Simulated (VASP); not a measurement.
# ZrN (Fm-3m) in VASP: notebook

The runs below take ZrN through single point, with PBE.

Program: VASP 6.6.1. These are calculated values, not measurements. Logs are shortened: lines on timing, memory, paths and dates and some standing lists are left out, and cuts for length are marked.

## Step 1: The cell of the first run

It takes space group Fm-3m (No. 225, cubic). Conventional cell: a = 4.553 Å, b = 4.553 Å, c = 4.553 Å, α = 90.00°, β = 90.00°, γ = 90.00°. Zr (site symmetry m-3m) has 6 N at 2.28 Å within 3.0 Å. Within 3.0 Å of N (site symmetry m-3m) lie 6 Zr at 2.28 Å.

## Step 2: Single point, PBE (volume scaled by 0.99)

INCAR reads:

```
SYSTEM = ZrN
  PREC = Accurate
  ENCUT = 600
  EDIFF = 1E-6
  ISMEAR = -1
  SIGMA = 0.01
  LREAL = .False.
  LASPH = .True.
  NELM = 120
  ALGO = Normal
  ISIF = 2
  LWAVE = .False.
  LCHARG = .False.
  GGA = PE
  NBANDS = 16
  GGA_COMPAT = .False.
```

KPOINTS reads:

```
Automatic mesh
0
Gamma
  9 9 9
  0 0 0
```

POSCAR reads:

```
ZrN
1.0
    0.0000000000      2.2765903777      2.2765903777
    2.2765903777      0.0000000000      2.2765903777
    2.2765903777      2.2765903777      0.0000000000
Zr N
1 1
Direct
    0.0000000000      0.0000000000      0.0000000000
    0.5000000000      0.5000000000      0.5000000000
```

Potentials or basis: VASP PAW PBE potentials, release 64 (Zr_sv, N).

On the command line:

```bash
$ cat potpaw_PBE.64/Zr_sv/POTCAR potpaw_PBE.64/N/POTCAR > POTCAR
$ mpirun -np 1 vasp_std > vasp.out
```

OUTCAR:

```text
SYSTEM = ZrN
   PREC = Accurate
   ENCUT = 600
   EDIFF = 1E-6
   ISMEAR = -1
   LREAL = .False.
   LASPH = .True.
   NELM = 120
   ISIF = 2
   GGA = PE

 ion  position               nearest neighbor table
   1  0.000  0.000  0.000-   2 2.28   2 2.28   2 2.28   2 2.28   2 2.28   2 2.28
   2  0.500  0.500  0.500-   1 2.28   1 2.28   1 2.28   1 2.28   1 2.28   1 2.28

  LATTYP: Found a face centered cubic cell.
 ALAT       =     4.5531807554

  Lattice vectors:

 A1 = (   0.0000000000,   2.2765903777,   2.2765903777)
 A2 = (   2.2765903777,   0.0000000000,   2.2765903777)
 A3 = (   2.2765903777,   2.2765903777,   0.0000000000)

Analysis of symmetry for initial positions (statically):
=====================================================================
 Subroutine PRICEL returns:
 Original cell was already a primitive cell.

 Routine SETGRP: Setting up the symmetry group for a
 face centered cubic supercell.

 Subroutine GETGRP returns: Found 48 space group operations
 (whereof 48 operations were pure point group operations)
 out of a pool of 48 trial point group operations.

The static configuration has the point symmetry O_h .

Analysis of symmetry for dynamics (positions and initial velocities):
=====================================================================
 Subroutine PRICEL returns:
 Original cell was already a primitive cell.

 Routine SETGRP: Setting up the symmetry group for a
 face centered cubic supercell.

 Subroutine GETGRP returns: Found 48 space group operations
 (whereof 48 operations were pure point group operations)
 out of a pool of 48 trial point group operations.

The dynamic configuration has the point symmetry O_h .

 Subroutine INISYM returns: Found 48 space group operations
 (whereof 48 operations are pure point group operations),
 and found     1 'primitive' translations

----------------------------------------------------------------------------------------

                                     Primitive cell

  volume of cell :      23.5985

  direct lattice vectors                    reciprocal lattice vectors
     0.000000000  2.276590378  2.276590378    -0.219626686  0.219626686  0.219626686
     2.276590378  0.000000000  2.276590378     0.219626686 -0.219626686  0.219626686
     2.276590378  2.276590378  0.000000000     0.219626686  0.219626686 -0.219626686

  length of vectors
     3.219584988  3.219584988  3.219584988     0.380404579  0.380404579  0.380404579

  position of ions in fractional coordinates (direct lattice)
     0.000000000  0.000000000  0.000000000
     0.500000000  0.500000000  0.500000000

  ion indices of the primitive-cell ions
   primitive index   ion index
                 1           1
                 2           2

----------------------------------------------------------------------------------------

 KPOINTS: Automatic mesh

Automatic generation of k-mesh.
 Grid dimensions read from file:
 generate k-points for:    9    9    9

 Generating k-lattice:

  Cartesian coordinates                     Fractional coordinates (reciprocal lattice)
    -0.024402965  0.024402965  0.024402965     0.111111111  0.000000000  0.000000000
     0.024402965 -0.024402965  0.024402965     0.000000000  0.111111111  0.000000000
     0.024402965  0.024402965 -0.024402965     0.000000000  0.000000000  0.111111111

  Length of vectors
     0.042267175  0.042267175  0.042267175

  Shift w.r.t. Gamma in fractional coordinates (k-lattice)
     0.000000000  0.000000000  0.000000000

 Subroutine IBZKPT returns following result:
 ===========================================

 Found     35 irreducible k-points:

 Following reciprocal coordinates:
            Coordinates               Weight
  0.000000  0.000000  0.000000      1.000000
  0.111111  0.000000  0.000000      8.000000
  0.222222  0.000000  0.000000      8.000000
  0.333333  0.000000  0.000000      8.000000
  0.444444  0.000000  0.000000      8.000000
  0.111111  0.111111  0.000000      6.000000
[... 16 lines left out ...]
 -0.333333  0.333333  0.000000     12.000000
  0.444444  0.444444  0.000000      6.000000
 [... further k-points ...]
   k-points           NKPTS =     35   k-points in BZ     NKDIM =     35   number of bands    NBANDS=     16
   number of dos      NEDOS =    301   number of ions     NIONS =      2
   total plane-waves  NPLWV =  21952
   dimension x,y,z NGX =    28 NGY =   28 NGZ =   28
   dimension x,y,z NGXF=    56 NGYF=   56 NGZF=   56
   ions per type =               1   1
   NGX,Y,Z   is equivalent  to a cutoff of  14.46, 14.46, 14.46 a.u.
   NGXF,Y,Z  is equivalent  to a cutoff of  28.92, 28.92, 28.92 a.u.
 SYSTEM =  ZrN
   PREC   = accura    normal or accurate (medium, high low for compatibility)
   ISTART =      0    job   : 0-new  1-cont  2-samecut
   ICHARG =      2    charge: 1-file 2-atom 10-const
   ISPIN  =      1    spin polarized calculation?
   LNONCOLLINEAR =      F non collinear calculations
   LSORBIT =      F    spin-orbit coupling
   LASPH  =      T    aspherical Exc in radial PAW
   ENCUT  =  600.0 eV  44.10 Ry    6.64 a.u.   6.43  6.43  6.43*2*pi/ulx,y,z
   NELM   =    120;   NELMIN=  2; NELMDL= -5     # of ELM steps
   EDIFF  = 0.1E-05   stopping-criterion for ELM
   LREAL  =      F    real-space projection
   EDIFFG = 0.1E-04   stopping-criterion for IOM
   NSW    =      0    number of steps for IOM
   IBRION =     -1    ionic relax: 0-MD 1-quasi-New 2-CG
   NFREE  =      0    steps in history (QN), initial steepest desc. (CG)
   ISIF   =      2    stress and relaxation
   ISYM   =      2    0-nonsym 1-usesym 2-fastsym
   POTIM  = 0.5000    time-step for ionic-motion
   TEBEG  =    0.0;   TEEND  =   0.0 temperature during run
   PSTRESS=    0.0 pullay stress
   NELECT =      17.0000    total number of electrons
   NUPDOWN=      -1.0000    fix difference up-down
   EMIN   =  10.00;   EMAX   =-10.00  energy-range for DOS
   EFERMI =   0.00;   METHOD = LEGACY
   ISMEAR =    -1;   SIGMA  =   0.01  broadening in eV -4-tet -1-fermi 0-gaus
   EFERMI_NEDOS =   21; number of points for ismear=-14 and -15
   IALGO  =     38    algorithm
   IMIX   =      4    mixing-type and parameters
     AMIX     =   0.40;   BMIX     =  1.00
     AMIX_MAG =   1.60;   BMIX_MAG =  1.00
  volume/ion in A,a.u.               =      11.80        79.63
  Fermi-wavevector in a.u.,A,eV,Ry     =   1.467561  2.773289 29.303359  2.153736
  Thomas-Fermi vector in A             =   2.583164
   LORBIT       =      0    0 simple, 1 ext, 2 COOP (PROOUT), +10 PAW based schemes
   GGA     = PE    functional components
   LHFCALC =     F    Hartree Fock is set to
   AEXX    =    0.0000 exact exchange contribution
   IVDW    =     0    specifies the selected vdW correction
   LEPSILON=     F    determine dielectric tensor
   LRPA    =     F    only Hartree local field effects (RPA)
 non-spin polarized calculation
  energy-cutoff  :      600.00
  volume of cell :       23.60
 maximum number of plane-waves:       801
 NGX is ok and might be reduce to    28
   NGX = 13   NGY = 13   NGZ = 13

 number of electron      17.0000000 magnetization

 Free energy of the ion-electron system (eV)
  ---------------------------------------------------
  ext. energy  EPLUGINS =         0.00000000
  ---------------------------------------------------
  free energy    TOTEN  =       -20.35931927 eV

  energy without entropy =      -20.35832656  energy(sigma->0) =      -20.35882292

 E-fermi :  12.2143     XC(G=0): -12.6140

 val. band max:       12.1946048790   @ k =   0.1111   0.0000   0.0000
 cond. band min:      12.2217442735   @ k =   0.4444   0.2222   0.1111
 fundamental gap:      0.0271393945
 Fermi energy:        12.2143075040

 k-point     1 :       0.0000    0.0000    0.0000
  band No.  band energies     occupation
      1     -37.2929      2.00000
      2     -14.8923      2.00000
      3     -14.8923      2.00000
      4     -14.8923      2.00000
      5      -4.1264      2.00000
      6       9.5495      2.00000
[... 8 lines left out ...]
     15      21.4474      0.00000
     16      35.1221      0.00000

 k-point     2 :       0.1111    0.0000    0.0000
  band No.  band energies     occupation
      1     -37.2750      2.00000
      2     -15.0557      2.00000
      3     -14.9042      2.00000
      4     -14.9042      2.00000
      5      -3.8686      2.00000
      6       8.6013      2.00000
[... 8 lines left out ...]
     15      22.2808      0.00000
     16      32.7760      0.00000

 k-point     3 :       0.2222    0.0000    0.0000
  band No.  band energies     occupation
      1     -37.2294      2.00000
      2     -15.4457      2.00000
      3     -14.9340      2.00000
      4     -14.9340      2.00000
      5      -3.2160      2.00000
      6       6.9489      2.00000
[... 8 lines left out ...]
     15      24.0935      0.00000
     16      30.2802      0.00000

 k-point     4 :       0.3333    0.0000    0.0000
  band No.  band energies     occupation
      1     -37.1769      2.00000
      2     -15.8559      2.00000
      3     -14.9674      2.00000
      4     -14.9674      2.00000
      5      -2.4488      2.00000
      6       5.4824      2.00000
[... 8 lines left out ...]
     15      24.9393      0.00000
     16      27.2524      0.00000

 k-point     5 :       0.4444    0.0000    0.0000
  band No.  band energies     occupation
      1     -37.1423      2.00000
      2     -16.1081      2.00000
      3     -14.9890      2.00000
      4     -14.9890      2.00000
      5      -1.9067      2.00000
      6       4.5970      2.00000
[... 8 lines left out ...]
     15      25.0189      0.00000
     16      25.0189      0.00000

 k-point     6 :       0.1111    0.1111    0.0000
  band No.  band energies     occupation
      1     -37.2691      2.00000
      2     -15.0474      2.00000
      3     -14.9379      2.00000
      4     -14.9379      2.00000
      5      -3.8071      2.00000
      6       7.9116      2.00000
[... 8 lines left out ...]
     15      22.5490      0.00000
     16      32.4741      0.00000

 k-point     7 :       0.2222    0.1111    0.0000
  band No.  band energies     occupation
      1     -37.2328      2.00000
      2     -15.3330      2.00000
      3     -14.9843      2.00000
      4     -14.9602      2.00000
      5      -3.3576      2.00000
      6       6.8174      2.00000
[... 8 lines left out ...]
     15      24.0755      0.00000
     16      29.9082      0.00000

 k-point     8 :       0.3333    0.1111    0.0000
  band No.  band energies     occupation
      1     -37.1826      2.00000
      2     -15.7152      2.00000
      3     -15.0215      2.00000
      4     -15.0002      2.00000
      5      -2.7343      2.00000
      6       5.8312      2.00000
[... 8 lines left out ...]
     15      25.0846      0.00000
     16      27.4758      0.00000

 k-point     9 :       0.4444    0.1111    0.0000
  band No.  band energies     occupation
      1     -37.1420      2.00000
      2     -16.0021      2.00000
      3     -15.0536      2.00000
      4     -15.0325      2.00000
      5      -2.2083      2.00000
      6       5.0632      2.00000
[... 8 lines left out ...]
     15      24.8021      0.00000
     16      25.4901      0.00000
[... 172 lines left out ...]
 k-point    19 :      -0.2222    0.2222    0.0000
  band No.  band energies     occupation
      1     -37.1581      2.00000
      2     -15.7388      2.00000
      3     -15.2549      2.00000
      4     -14.9634      2.00000
      5      -2.5480      2.00000
      6       5.5774      2.00000
[... 8 lines left out ...]
     15      25.2567      0.00000
     16      25.2798      0.00000

 k-point    20 :       0.3333    0.3333    0.0000
  band No.  band energies     occupation
      1     -37.1396      2.00000
      2     -15.6958      2.00000
      3     -15.1807      2.00000
      4     -15.1807      2.00000
      5      -3.2615      2.00000
      6       6.4484      2.00000
[... 8 lines left out ...]
     15      25.9847      0.00000
     16      27.9954      0.00000

 k-point    21 :       0.4444    0.3333    0.0000
  band No.  band energies     occupation
      1     -37.1108      2.00000
      2     -15.7993      2.00000
      3     -15.2771      2.00000
      4     -15.2119      2.00000
      5      -3.2811      2.00000
      6       6.8794      2.00000
[... 8 lines left out ...]
     15      24.0516      0.00000
     16      27.5779      0.00000

 k-point    22 :      -0.4444    0.3333    0.0000
  band No.  band energies     occupation
      1     -37.0951      2.00000
      2     -15.7863      2.00000
      3     -15.4655      2.00000
      4     -15.1858      2.00000
      5      -3.0726      2.00000
      6       6.7992      2.00000
[... 8 lines left out ...]
     15      23.3510      0.00000
     16      26.2656      0.00000

 k-point    23 :      -0.3333    0.3333    0.0000
  band No.  band energies     occupation
      1     -37.1000      2.00000
      2     -15.7105      2.00000
      3     -15.6022      2.00000
      4     -15.1140      2.00000
      5      -2.7207      2.00000
      6       6.0184      2.00000
[... 8 lines left out ...]
     15      23.6420      0.00000
     16      24.0108      0.00000

 k-point    24 :       0.4444    0.4444    0.0000
  band No.  band energies     occupation
      1     -37.0944      2.00000
      2     -15.8626      2.00000
      3     -15.2635      2.00000
      4     -15.2635      2.00000
      5      -3.5612      2.00000
      6       7.4790      2.00000
[... 8 lines left out ...]
     15      23.0008      0.00000
     16      28.1917      0.00000

 [... further k-points ...]
[... 5 lines left out ...]
  --------------------------------------------------------------------------------------
  -------------------------------------------------------------------------------------
  Total        1.0841631      1.0841631      1.0841631      0.0000000      0.0000000     -0.0000000
  in kB       73.6072392     73.6072392     73.6072392      0.0000000      0.0000000     -0.0000000
  external PRESSURE =      73.6072392 kB  Pullay stress =       0.0000000 kB

 VOLUME and BASIS-vectors are now :
 -----------------------------------------------------------------------------
  energy-cutoff  :      600.00
  volume of cell :       23.60
      direct lattice vectors                 reciprocal lattice vectors
     0.000000000  2.276590378  2.276590378    -0.219626686  0.219626686  0.219626686
     2.276590378  0.000000000  2.276590378     0.219626686 -0.219626686  0.219626686
     2.276590378  2.276590378  0.000000000     0.219626686  0.219626686 -0.219626686

 POSITION                                       TOTAL-FORCE (eV/Angst)
 -----------------------------------------------------------------------------------
      0.00000      0.00000      0.00000        -0.000000     -0.000000     -0.000000
      2.27659      2.27659      2.27659         0.000000      0.000000      0.000000
 -----------------------------------------------------------------------------------
    total drift:                                0.000000      0.000000      0.000000

  FREE ENERGIE OF THE ION-ELECTRON SYSTEM (eV)
  ---------------------------------------------------
  free  energy   TOTEN  =       -20.3593192733 eV

  energy  without entropy=      -20.3583265643  energy(sigma->0) =      -20.35882292
```

It took 47 s on 1 thread of Intel Xeon 8259CL, shared host; peak memory 0.16 GiB.

Results:

```
Free energy : -20.3593 eV
Pressure    : 7.4 GPa
```

Levels at points of the mesh, in eV from the Fermi level:
| k point | band 6 | band 7 | band 8 | band 9 | band 10 | band 11 | band 12 | band 13 |
| --- | --- | --- | --- | --- | --- | --- | --- | --- |
| (0.00, 0.00, 0.00) | -2.66 | -2.66 | -2.66 | -0.38 | -0.38 | -0.38 | 1.66 | 1.66 |

## Step 3: Single point, PBE (volume scaled by 1.02)

INCAR reads:

```
  PREC = Accurate
  ENCUT = 600
  EDIFF = 1E-6
  ISMEAR = -1
  SIGMA = 0.01
  LREAL = F
  LASPH = T
  NELM = 120
  ALGO = Normal
  ISIF = 2
  LWAVE = F
  LCHARG = F
  GGA = PE
  NBANDS = 16
  GGA_COMPAT = F
```

KPOINTS reads:

```
regular mesh
0
Gamma
  9 9 9
```

POSCAR reads:

```
ZrN
1.0
    0.0000000000      2.2993577919      2.2993577919
    2.2993577919      0.0000000000      2.2993577919
    2.2993577919      2.2993577919      0.0000000000
Zr N
1 1
Direct
    0.0000000000      0.0000000000      0.0000000000
    0.5000000000      0.5000000000      0.5000000000
```

Potentials or basis: VASP PAW PBE potentials, release 64 (Zr_sv, N).

On the command line:

```bash
$ cat potpaw_PBE.64/Zr_sv/POTCAR potpaw_PBE.64/N/POTCAR > POTCAR
$ mpirun -np 1 vasp_std > vasp.out
```

It took 43 s on 1 thread of Intel Xeon 8259CL, shared host; peak memory 0.16 GiB.

Results (log left out):

```yaml
Free_energy: -20.3753 eV
Pressure: -0.5 GPa
```

Levels at points of the mesh, in eV from the Fermi level:
```tsv
k point	band 6	band 7	band 8	band 9	band 10	band 11	band 12	band 13
(0.00, 0.00, 0.00)	-2.62	-2.62	-2.62	-0.37	-0.37	-0.37	1.59	1.59
```

(Part 1 of 2 ends here.)
